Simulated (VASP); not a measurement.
Runs of VASP 6.6.1 on AlNi. The structure is that of space group P4/mmm (No. 123), or close to it. The cells are those of the table. 

```tsv
cell	gap on the mesh (eV)	pressure (GPa)
a = 2.766, b = 2.766, c = 3.111 Å, 2 atoms	none	3.4
a = 2.996, b = 2.996, c = 2.651 Å, 2 atoms	none	(a)
a = 3.111, b = 3.111, c = 2.766 Å, 2 atoms	none	-12.2
a = 2.651, b = 2.651, c = 2.996 Å, 2 atoms	none	30.9
a = 3.111, b = 3.111, c = 2.651 Å, 2 atoms	none	(b)
```

Alike in all rows: task single point; level PBE; potentials or basis VASP PAW PBE potentials, release 64 (Al, Ni); no spin polarisation; k mesh 16 × 16 × 16; cutoff (eV) 520; smearing gaussian 0.15 eV.

Task: Fill in the values left out.

Result: (a) 4.1; (b) -6.3.

A gap of «none» marks levels without a gap at the run's occupations.
